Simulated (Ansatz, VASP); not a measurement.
**Al2Rh in VASP and in Ansatz**

File INCAR:

```
SYSTEM = Al2Rh
ALGO = Fast
EDIFF = 1E-7
EDIFFG = -0.04
ENCUT = 600
GGA = PE
IBRION = 2
ISIF = 3
ISMEAR = 0
LASPH = .True.
LCHARG = .False.
LREAL = .False.
LWAVE = .False.
NELM = 60
NSW = 90
PREC = Accurate
SIGMA = 0.1
```

File KPOINTS:

```
k-points
0
Gamma
  4 4 6
  0 0 0
```

The input POSCAR:

```
Al2Rh
1.0
    4.7966999600      0.0000000000      0.0000000000
    0.0000000000      4.7966999600      0.0000000000
    0.0000000000      0.0000000000      3.1653034600
Al Rh
4 2
Direct
    0.3030000000      0.3030000000      0.0000000000
    0.1970000000      0.8030000000      0.5000000000
    0.6970000000      0.6970000000      0.0000000000
    0.8030000000      0.1970000000      0.5000000000
    0.0000000000      0.0000000000      0.0000000000
    0.5000000000      0.5000000000      0.5000000000
```

Input for Ansatz:

```yaml
crystal:
  lattice:
    - [4.79669996, 0.0, 0.0]
    - [0.0, 4.79669996, 0.0]
    - [0.0, 0.0, 3.16530346]
  atoms:
    - { symbol: Al, position: [0.303, 0.303, 0.0] }
    - { symbol: Al, position: [0.197, 0.803, 0.5] }
    - { symbol: Al, position: [0.697, 0.697, 0.0] }
    - { symbol: Al, position: [0.803, 0.197, 0.5] }
    - { symbol: Rh, position: [0.0, 0.0, 0.0] }
    - { symbol: Rh, position: [0.5, 0.5, 0.5] }
basis:
  ecutwfc: 420
kpoints:
  mp_grid: { grid: [4, 4, 6] }
hamiltonian:
  xc: pbe
scf:
  occupations: { method: gaussian, width: 0.1 }
  lower_state_search: "off"
output:
  forces: true
  stress: true
  eigenvalues: true
relax:
  adjacent_minimum: "off"
  f_tol: 0.04
  max_steps: 70
  cell: { stress_tol: 0.4 }
```

Change from the starting cell: species swapped into the MgF2 type (P4_2/mnm, No. 136).

Alike in both runs: task relaxation of cell and atoms; functional PBE; k mesh 4 × 4 × 6; occupations gaussian, width 0.1 eV; no spin polarisation.

|  | VASP | Ansatz |
| --- | --- | --- |
| version | VASP 6.6.1 | Ansatz 0.2.0 |
| potentials or method | VASP PAW PBE potentials, release 64 (Al, Rh_pv), cutoff 600 eV | scalar-relativistic, plane waves, PAW |
| valence electrons in the cell | 42 | 46 |

|  | VASP | Ansatz | Ansatz less VASP |
| --- | --- | --- | --- |
| gap on the k mesh at the Fermi level, each at its own relaxed structure (eV) | none | none | - |
| relaxed volume (Å³/atom) | 18.89 | 18.95 | +0.058 |
| relaxed length of the cell vector where the two differ most in proportion (Å) | 6.254 | 6.271 | +0.0174 |

A gap of «none» marks a metal or a gap that the smearing closes. VASP's potentials hold 42 valence electrons a cell and Ansatz's 46, so a difference there can come from the potentials and not from the codes.

Noted on VASP's run: the volume moved by over 15 % at a fixed basis, so the end points are rough.
